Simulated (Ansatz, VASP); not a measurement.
## Two plane-wave programs on Zr2TiN3

```xyz
6
Lattice="3.1703 0.0000 0.0000 -1.5851 2.7456 0.0000 0.0000 0.0000 7.7842" Properties=species:S:1:pos:R:3 pbc="T T T"
Zr    1.5851    0.9152    6.4295
Zr    0.0000    1.8304    1.3547
Ti    0.0000    0.0000    3.8921
N     0.0000    1.8304    5.0807
N     1.5851    0.9152    2.7036
N     0.0000    0.0000    0.0000
```

Alike in both runs: task relaxation of cell and atoms; functional PBE; k mesh 12 × 12 × 6; occupations gaussian, width 0.1 eV; no spin polarisation.

```csv
,VASP,Ansatz
version,VASP 6.6.1,Ansatz 0.2.0
potentials or method,"VASP PAW PBE potentials, release 64 (Zr_sv, Ti_sv, N), cutoff 600 eV","scalar-relativistic, plane waves, PAW"
valence electrons in the cell,51,51
```

```csv
,VASP,Ansatz,Ansatz less VASP
"gap on the k mesh at the Fermi level, each at its own relaxed structure (eV)",none,none,-
relaxed volume (Å³/atom),11.30,11.30,-0.008
relaxed cell length with the largest relative difference (Å),3.179,3.178,-0.0011
```

A gap of «none» marks a metal or a gap that the smearing closes.
